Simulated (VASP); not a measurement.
A run of VASP 6.6.1 is set up as follows.

The input POSCAR:

```
ScAlH6
1.0
    2.2395326804      1.2929947942      4.3046637295
   -2.2395326804      1.2929947942      4.3046637295
    0.0000000000     -2.5859895936      4.3046637279
Sc Al H
1 1 6
Direct
    0.5000000000      0.5000000000      0.5000000000
    0.0000000000      0.0000000000      0.0000000000
    0.6077567551      0.9319512005      0.2276121787
    0.9319512005      0.2276121787      0.6077567551
    0.7723878213      0.3922432449      0.0680487995
    0.0680487995      0.7723878213      0.3922432449
    0.3922432449      0.0680487995      0.7723878213
    0.2276121787      0.6077567551      0.9319512005
```

INCAR.step1

```
SYSTEM = ScAlH6
ALGO = Normal ; EDIFF = 1E-4
ENCUT = 520 ; GGA = PE
ISMEAR = -1 ; LASPH = .TRUE.
LCHARG = .FALSE. ; LREAL = .FALSE.
LWAVE = .TRUE. ; NBANDS = 20
NELM = 100 ; PREC = Accurate
SIGMA = 0.03
```

The input INCAR.step2:

```
SYSTEM = ScAlH6
ALGO = Normal ; BPARAM = 11.95
CPARAM = 0.0093 ; EDIFF = 1E-6
ENCUT = 520 ; ISIF = 2
ISMEAR = -1 ; ISTART = 1
IVDW_NL = 2 ; LASPH = .TRUE.
LCHARG = .TRUE. ; LELF = .TRUE.
LMIXTAU = .TRUE. ; LREAL = .FALSE.
LUSE_VDW = .TRUE. ; LVHAR = .TRUE.
LWAVE = .FALSE. ; METAGGA = R2SCAN
NBANDS = 20 ; NELM = 100
PREC = Accurate ; SIGMA = 0.03
```

Contents of KPOINTS:

```
k-points
0
G
  8 8 8
  0 0 0
```

Potentials or basis: VASP PAW PBE potentials, release 64 (Sc_sv, Al, H).

Run with:

```console
$ cat potpaw_PBE.64/Sc_sv/POTCAR potpaw_PBE.64/Al/POTCAR potpaw_PBE.64/H/POTCAR > POTCAR
$ cp INCAR.step1 INCAR
$ mpirun -np 1 vasp_std > vasp.out
$ cp INCAR.step2 INCAR
$ mpirun -np 1 vasp_std > vasp.out
```

Q: Predict the band gap on the k mesh.

A: 1.98 eV (least direct gap 2.73 eV).

Q: Estimate the largest force.

A: 0.020 eV/Å.

Forces in eV/Å, atoms in the order of the input:
```
Sc   0.000  0.000  0.000
Al   0.000  0.000  0.000
H   -0.001  0.016  0.012
H    0.014 -0.007  0.012
H    0.013  0.008 -0.012
H   -0.014  0.007 -0.012
H    0.001 -0.016 -0.012
H   -0.013 -0.008  0.012
```

Caveat: the PAW data sets were made with another functional, which shifts forces and pressure a little. A k mesh can miss the band edges.
